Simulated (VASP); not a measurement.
Si, 4 atoms in the cell. It takes space group I4/mmm (No. 139, tetragonal). The conventional cell has a = 6.651 Å, b = 6.651 Å, c = 3.845 Å, α = 90.00°, β = 90.00°, γ = 90.00°. Within 3.1 Å of Si (site symmetry m2m) lie 4 Si at 2.34 to 2.38 Å. 

| Property | Result |
| --- | --- |
| Program | VASP 6.6.1 |
| Task | relaxation of cell and atoms |
| Functional | r2SCAN |
| Potentials or basis | VASP PAW PBE potentials, release 64 (Si) |
| Cutoff | 600 eV |
| k mesh | 10 × 10 × 10 |
| Occupations | gaussian, width 0.02 eV |
| Spin | no spin polarisation |
| Dipole correction | no |
| Further INCAR settings | ALGO = Normal; EDIFF = 1e-07; IBRION = 2; EDIFFG = -0.005; NSW = 100; ISIF = 3 |

Potentials or basis: VASP PAW PBE potentials, release 64 (Si).

Launch:

```sh
$ cat potpaw_PBE.64/Si/POTCAR > POTCAR
$ cp INCAR.step1 INCAR
$ mpirun -np 1 vasp_std > vasp.out
$ cp INCAR.step2 INCAR
$ mpirun -np 1 vasp_std > vasp.out
```

Hardware: 1 thread of Intel(R) Xeon(R) Platinum 8259CL CPU @ 2.50GHz (Skylake/Cascade Lake), on a shared host.

**Question.** How long does it take, and how much memory?

**Answer.** It took 25 min on 1 thread of Intel(R) Xeon(R) Platinum 8259CL CPU @ 2.50GHz (Skylake/Cascade Lake), with other jobs on the host, peak memory 0.34 GiB. Counts: k points 102, ion steps 3.
